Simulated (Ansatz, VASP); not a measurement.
## One calculation of AlH8, two programs

```
Al H
1.0
     5.91890    0.00000    0.00000
    -2.95945    5.12592    0.00000
     0.00000    0.00000    5.42567
Al H
1 8
Direct
  0.00000 0.00000 0.50000
  0.84402 0.15598 0.50000
  0.84402 0.68804 0.50000
  0.31196 0.15598 0.50000
  0.00000 0.00000 0.93098
  0.00000 0.00000 0.06902
  0.66667 0.33333 0.00000
  0.33333 0.66667 0.43103
  0.33333 0.66667 0.56897
```

Alike in both runs: functional PBE; k mesh 6 × 6 × 4; occupations gaussian, width 0.1 eV; no spin polarisation.

Ansatz relaxed the structure, and its values are those at the end. VASP's run is a single point on that final structure, the one shown.

|  | VASP | Ansatz |
| --- | --- | --- |
| version | VASP 6.6.1 | Ansatz 0.2.0 |
| potentials or method | VASP PAW PBE potentials, release 64 (Al, H), cutoff 520 eV | scalar-relativistic, plane waves, PAW |
| valence electrons in the cell | 11 | 11 |

|  | VASP | Ansatz | Ansatz less VASP |
| --- | --- | --- | --- |
| gap on the k mesh at the Fermi level (eV) | none | none | - |
| pressure (GPa) | 0.0 | 0.2 | +0.11 |
| rms of the force components (eV/Å) | 0.006 | 0.001 | -0.0043 |

A gap of «none» marks a metal or a gap that the smearing closes. With one functional, cell and mesh, what is left measures potentials, basis and numerics.
